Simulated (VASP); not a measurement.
A run of VASP 6.6.1:

Contents of POSCAR:

```
Al
1.0
   -1.2217821262      1.2217821262      1.2217821262
    1.2217821262     -1.2217821262      1.2217821262
    1.2217821262      1.2217821262     -1.2217821262
Al
1
Direct
    0.0000000000      0.0000000000      0.0000000000
```

The input INCAR.step1:

```
SYSTEM = Al
PREC = Accurate
ENCUT = 520
EDIFF = 1E-7
ISMEAR = -1
SIGMA = 0.08
LREAL = .FALSE.
LASPH = .TRUE.
NELM = 100
ALGO = Normal
ISIF = 2
LWAVE = .FALSE.
LCHARG = .TRUE.
NBANDS = 8
```

KPOINTS.step1

```
regular mesh
0
G
  19 19 19
  0 0 0
```

File INCAR.step2:

```
SYSTEM = Al
PREC = Accurate
ENCUT = 520
EDIFF = 1E-7
ISMEAR = -5
SIGMA = 0.08
LREAL = .FALSE.
LASPH = .TRUE.
NELM = 100
ALGO = Normal
ISIF = 2
LWAVE = .FALSE.
LCHARG = .FALSE.
LORBIT = 10
NEDOS = 2001
ICHARG = 11
```

Contents of KPOINTS.step2:

```
regular mesh
0
G
  29 29 29
  0 0 0
```

Potentials or basis: VASP PAW LDA potentials, release 64 (Al).

The run is started by

```console
$ cat potpaw_LDA.64/Al/POTCAR > POTCAR
$ cp INCAR.step1 INCAR
$ cp KPOINTS.step1 KPOINTS
$ mpirun -np 1 vasp_std > vasp.out
$ cp INCAR.step2 INCAR
$ cp KPOINTS.step2 KPOINTS
$ mpirun -np 1 vasp_std > vasp.out
```

Hardware: 1 thread of AMD EPYC 9R45 (Zen 5), on a shared host.

Question: Estimate the wall time of this run.

Answer: It took 17 s on 1 thread of AMD EPYC 9R45 (Zen 5), with other jobs on the host, peak memory 0.12 GiB. Counts: k points 680.
